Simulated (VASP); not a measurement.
# SiGe (P6_3mc) in VASP: a series of runs, part 2 of 2

VASP 6.6.1. Earlier steps stand in the parts before.

### 3 Single point, LDA (volume 19.901 Å^3 an atom, c/a of the conventional cell 1.3776)

The input, INCAR:

```
SYSTEM = SiGe
ALGO = Normal
EDIFF = 1E-6
ENCUT = 520
GGA = CA
ISIF = 2
ISMEAR = 0
LASPH = .TRUE.
LCHARG = .TRUE.
LELF = .TRUE.
LREAL = .FALSE.
LVHAR = .TRUE.
LWAVE = .FALSE.
NBANDS = 26
NELM = 100
PREC = Accurate
SIGMA = 0.03
```

The input, KPOINTS:

```
k-points
0
G
  12 12 6
  0 0 0
```

The input, POSCAR:

```
SiGe
1.0
    4.0559604211      0.0000000000      0.0000000000
   -2.0279802105      3.5125647614      0.0000000000
    0.0000000000      0.0000000000      5.5874910761
Si Ge
2 2
Direct
    0.6666666667      0.3333333333      0.8745031008
    0.3333333333      0.6666666667      0.3745031008
    0.6666666667      0.3333333333      0.5004958992
    0.3333333333      0.6666666667      0.0004958992
```

Potentials or basis: VASP PAW LDA potentials, release 64 (Si, Ge_d).

The run is started by

```
> cat potpaw_LDA.64/Si/POTCAR potpaw_LDA.64/Ge_d/POTCAR > POTCAR
> mpirun -np 1 vasp_std > vasp.out
```

OUTCAR:

```text
SYSTEM = SiGe
   EDIFF = 1E-6
   ENCUT = 520
   GGA = CA
   ISIF = 2
   ISMEAR = 0
   LASPH = .TRUE.
   LREAL = .FALSE.
   NELM = 100
   PREC = Accurate

 ion  position               nearest neighbor table
   1  0.667  0.333  0.875-   3 2.09   4 2.45   4 2.45   4 2.45
   2  0.333  0.667  0.375-   4 2.09   3 2.45   3 2.45   3 2.45
   3  0.667  0.333  0.500-   1 2.09   2 2.45   2 2.45   2 2.45
   4  0.333  0.667  0.000-   2 2.09   1 2.45   1 2.45   1 2.45

  LATTYP: Found a hexagonal cell.
[... 889 lines left out ...]
     25      12.7625      0.00000
     26      13.3464      0.00000

 [... further k-points ...]
[... 5 lines left out ...]
  --------------------------------------------------------------------------------------
  -------------------------------------------------------------------------------------
  Total       -4.0124489     -4.0124489     22.7424610     -0.0000000      0.0000000      0.0000000
  in kB      -80.7579358    -80.7579358    457.7339770     -0.0000000      0.0000000      0.0000000
  external PRESSURE =      98.7393685 kB  Pullay stress =       0.0000000 kB

 VOLUME and BASIS-vectors are now :
 -----------------------------------------------------------------------------
  energy-cutoff  :      520.00
  volume of cell :       79.60
      direct lattice vectors                 reciprocal lattice vectors
     4.055960421  0.000000000  0.000000000     0.246550729  0.142346130  0.000000000
    -2.027980210  3.512564761  0.000000000     0.000000000  0.284692260  0.000000000
     0.000000000  0.000000000  5.587491076     0.000000000  0.000000000  0.178971203

 POSITION                                       TOTAL-FORCE (eV/Angst)
 -----------------------------------------------------------------------------------
      2.02798      1.17085      4.88628         0.000000      0.000000      3.757249
     -0.00000      2.34171      2.09253        -0.000000      0.000000      3.757249
      2.02798      1.17085      2.79652         0.000000      0.000000     -3.757249
     -0.00000      2.34171      0.00277        -0.000000      0.000000     -3.757249
 -----------------------------------------------------------------------------------
    total drift:                                0.000000      0.000000     -0.000610

  FREE ENERGIE OF THE ION-ELECTRON SYSTEM (eV)
  ---------------------------------------------------
  free  energy   TOTEN  =       -20.6322994090 eV

  energy  without entropy=      -20.6318377128  energy(sigma->0) =      -20.63206856
```

Run time: 2.1 min. Hardware: 1 thread of AMD EPYC 7R43 (Zen 3), shared host; peak memory 0.21 GiB.

What came out:

| Property | Result |
| --- | --- |
| Free energy | -20.6323 eV |
| Pressure | 9.9 GPa |
| Largest force | 3.757 eV/Å |
| Band gap on the k mesh | zero (band 18 reaches 6.35 eV, above the bottom of band 19 at 5.53 eV) |

Forces in eV/Å, atoms in the order of the input:
```
Si   0.000  0.000  3.757
Si   0.000  0.000  3.757
Ge   0.000  0.000 -3.757
Ge   0.000  0.000 -3.757
```

Stress tensor (GPa, compression positive):
```
-8.08  0.00  0.00
 0.00 -8.08  0.00
 0.00  0.00 45.77
```

Caveat: forces of over 1 eV/Å act on the atoms, so gaps and moduli don't describe the material at rest.

### 4 Single point, LDA (volume 19.901 Å^3 an atom, c/a of the conventional cell 1.5089)

The input, INCAR:

```
PREC = Accurate ; ENCUT = 520
EDIFF = 1E-7 ; ISMEAR = 0
SIGMA = 0.03 ; LREAL = False
LASPH = True ; NELM = 80
ALGO = Normal ; ISIF = 2
LWAVE = False ; LCHARG = False
GGA = CA ; NBANDS = 26
```

The input, KPOINTS:

```
Automatic mesh
0
Gamma
  12 12 6
```

The input, POSCAR:

```
SiGe
1.0
    3.9347269532      0.0000000000      0.0000000000
   -1.9673634766      3.4075734984      0.0000000000
    0.0000000000      0.0000000000      5.9371094996
Si Ge
2 2
Direct
    0.6666666667      0.3333333333      0.8745031008
    0.3333333333      0.6666666667      0.3745031008
    0.6666666667      0.3333333333      0.5004958992
    0.3333333333      0.6666666667      0.0004958992
```

The run is started by

```
> cat potpaw_LDA.64/Si/POTCAR potpaw_LDA.64/Ge_d/POTCAR > POTCAR
> mpirun -np 1 vasp_std > vasp.out
```

Wall time 2.6 min (1 thread of AMD EPYC 7R43 (Zen 3), shared host); peak memory 0.22 GiB.

It converged, with:

- Free energy: -21.8160 eV
- Pressure: 5.4 GPa
- Largest force: 1.427 eV/Å
- Band gap on the k mesh: zero (band 18 reaches 6.21 eV, above the bottom of band 19 at 5.91 eV)

Forces on the atoms (eV/Å):
```
Si   0.000  0.000  1.427
Si   0.000  0.000  1.427
Ge   0.000  0.000 -1.427
Ge   0.000  0.000 -1.427
```

Stress tensor (GPa, compression positive):
```
-2.87  0.00  0.00
 0.00 -2.87  0.00
 0.00  0.00 21.90
```

Levels at points of the mesh, in eV from the Fermi level:
| k point | band 14 | band 15 | band 16 | band 17 | band 18 | band 19 | band 20 | band 21 | band 22 | band 23 |
| --- | --- | --- | --- | --- | --- | --- | --- | --- | --- | --- |
| (0.00, 0.00, 0.00) | -2.08 | -2.08 | -0.30 | -0.20 | 0.17 | 0.17 | 1.59 | 1.59 | 2.22 | 4.04 |
| (0.50, 0.00, 0.00) | -6.04 | -5.12 | -3.62 | -3.30 | -1.29 | -0.06 | 2.37 | 3.02 | 3.44 | 5.98 |
| (0.00, 0.00, 0.50) | -4.24 | -1.27 | -1.27 | -1.27 | -1.27 | 0.82 | 0.82 | 2.93 | 2.93 | 2.93 |
| (0.50, 0.00, 0.50) | -7.74 | -2.75 | -2.75 | -2.32 | -2.32 | 0.72 | 0.72 | 2.27 | 2.27 | 6.15 |

Caveat: forces of over 1 eV/Å act on the atoms, so gaps and moduli don't describe the material at rest.

### 5 Single point, LDA (volume 20.730 Å^3 an atom, c/a of the conventional cell 1.3776)

The input, INCAR:

```
SYSTEM = SiGe
ALGO = Normal
EDIFF = 1E-6
ENCUT = 520
ISIF = 2
ISMEAR = 0
LASPH = .True.
LCHARG = .True.
LELF = .True.
LREAL = .False.
LVHAR = .True.
LWAVE = .False.
NBANDS = 26
NELM = 100
PREC = Accurate
SIGMA = 0.03
```

The input, KPOINTS:

```
k-points
0
Gamma
  12 12 6
  0 0 0
```

The input, POSCAR:

```
SiGe
1.0
    4.1115243273      0.0000000000      0.0000000000
   -2.0557621637      3.5606845157      0.0000000000
    0.0000000000      0.0000000000      5.6640359133
Si Ge
2 2
Direct
    0.6666666667      0.3333333333      0.8745031008
    0.3333333333      0.6666666667      0.3745031008
    0.6666666667      0.3333333333      0.5004958992
    0.3333333333      0.6666666667      0.0004958992
```

The run is started by

```
> cat potpaw_LDA.64/Si/POTCAR potpaw_LDA.64/Ge_d/POTCAR > POTCAR
> mpirun -np 1 vasp_std > vasp.out
```

Run time: 2.9 min. Hardware: 1 thread of AMD EPYC 7R43 (Zen 3), shared host; peak memory 0.23 GiB.

Results (log left out):

```
Free energy            : -20.7928 eV
Pressure               : 5.6 GPa
Largest force          : 3.326 eV/Å
Band gap on the k mesh : zero (band 18 reaches 5.93 eV, above the bottom of band 19 at 5.07 eV)
```

Forces in eV/Å, atoms in the order of the input:
```
Si   0.000  0.000  3.326
Si   0.000  0.000  3.326
Ge   0.000  0.000 -3.326
Ge   0.000  0.000 -3.326
```

Stress tensor (GPa, compression positive):
```
-10.38   0.00   0.00
  0.00 -10.38   0.00
  0.00   0.00  37.69
```

Levels at points of the mesh, in eV from the Fermi level:
| k point | band 16 | band 17 | band 18 | band 19 | band 20 | band 21 |
| --- | --- | --- | --- | --- | --- | --- |
| (0.00, 0.00, 0.00) | -1.02 | -0.20 | 0.55 | 0.55 | 1.33 | 1.33 |
| (0.50, 0.00, 0.00) | -3.58 | -3.08 | -0.69 | -0.19 | 2.71 | 2.88 |
| (0.00, 0.00, 0.50) | -1.31 | -1.31 | -1.31 | 0.58 | 0.58 | 2.91 |
| (0.50, 0.00, 0.50) | -2.57 | -1.67 | -1.67 | 0.89 | 0.89 | 3.18 |

Caveat: forces of over 1 eV/Å act on the atoms, so gaps and moduli don't describe the material at rest.

### 6 Single point, LDA (volume 20.730 Å^3 an atom, c/a of the conventional cell 1.9825)

The input, INCAR:

```
SYSTEM = SiGe
PREC     = Accurate       ! precision mode
ENCUT    = 520            ! plane-wave cutoff, eV
EDIFF    = 1E-7           ! SCF threshold, eV
ISMEAR   = 0              ! smearing method
SIGMA    = 0.03           ! smearing width, eV
LREAL    = .FALSE.        ! projectors in reciprocal space
LASPH    = .TRUE.         ! aspherical terms in the spheres
NELM     = 60             ! most SCF steps
ALGO     = Normal         ! electronic algorithm
ISIF     = 2              ! what is computed and relaxed
LWAVE    = .FALSE.        ! write WAVECAR
LCHARG   = .FALSE.        ! write CHGCAR
GGA      = CA             ! functional
NBANDS   = 26             ! bands
```

The input, KPOINTS:

```
Automatic mesh
0
G
  12 12 6
  0 0 0
```

The input, POSCAR:

```
SiGe
1.0
    3.6417168615      0.0000000000      0.0000000000
   -1.8208584307      3.1538193154      0.0000000000
    0.0000000000      0.0000000000      7.2197036779
Si Ge
2 2
Direct
    0.6666666667      0.3333333333      0.8745031008
    0.3333333333      0.6666666667      0.3745031008
    0.6666666667      0.3333333333      0.5004958992
    0.3333333333      0.6666666667      0.0004958992
```

Potentials or basis: VASP PAW LDA potentials, release 64 (Si, Ge_d).

The run is started by

```
> cat potpaw_LDA.64/Si/POTCAR potpaw_LDA.64/Ge_d/POTCAR > POTCAR
> mpirun -np 1 vasp_std > vasp.out
```

Wall time 2.6 min (1 thread of AMD EPYC 7R43 (Zen 3), shared host); peak memory 0.21 GiB.

It converged, with:

| Property | Result |
| --- | --- |
| Free energy | -21.2083 eV |
| Pressure | 4.1 GPa |
| Largest force | 1.016 eV/Å |
| Band gap on the k mesh | zero (band 18 reaches 5.92 eV, above the bottom of band 19 at 5.23 eV) |

Forces on the atoms (eV/Å):
```
Si   0.000  0.000 -1.016
Si   0.000  0.000 -1.016
Ge   0.000  0.000  1.016
Ge   0.000  0.000  1.016
```

Stress tensor (GPa, compression positive):
```
 13.20   0.00   0.00
  0.00  13.20   0.00
  0.00   0.00 -14.18
```

Levels at points of the mesh, in eV from the Fermi level:
```
           k point  band 15  band 16  band 17  band 18  band 19  band 20  band 21  band 22
(0.00, 0.00, 0.00)    -0.67    -0.37    -0.37     0.45     0.45     2.68     3.34     3.34
(0.50, 0.00, 0.00)    -4.27    -2.57    -2.35    -1.48     1.35     1.42     2.71     3.03
(0.00, 0.00, 0.50)    -0.02    -0.02    -0.02    -0.02     3.08     3.08     3.97     3.97
(0.50, 0.00, 0.50)    -2.77    -2.77    -1.97    -1.97     0.34     0.34     2.04     2.04
```

Caveat: forces of over 1 eV/Å act on the atoms, so gaps and moduli don't describe the material at rest.

### 7 The runs side by side

```csv
cell,gap on the mesh (eV),pressure (GPa),largest force (eV/Å)
"a = 3.593, b = 3.593, c = 7.122 Å, angles 90.0, 90.0, 120.0°, 4 atoms",none,8.1,1.33
"a = 4.056, b = 4.056, c = 5.587 Å, angles 90.0, 90.0, 120.0°, 4 atoms",none,9.9,3.76
"a = 3.935, b = 3.935, c = 5.937 Å, angles 90.0, 90.0, 120.0°, 4 atoms",none,5.4,1.43
"a = 4.112, b = 4.112, c = 5.664 Å, angles 90.0, 90.0, 120.0°, 4 atoms",none,5.6,3.33
"a = 3.642, b = 3.642, c = 7.220 Å, angles 90.0, 90.0, 120.0°, 4 atoms",none,4.1,1.02
```

Alike in all rows: task single point; level LDA; potentials or basis VASP PAW LDA potentials, release 64 (Si, Ge_d); no spin polarisation; k mesh 12 × 12 × 6; cutoff (eV) 520; smearing gaussian 0.03 eV.

Caveats: forces of over 1 eV/Å act on the atoms, so gaps and moduli don't describe the material at rest.

Absolute energies hang on the potentials; compare differences alone.
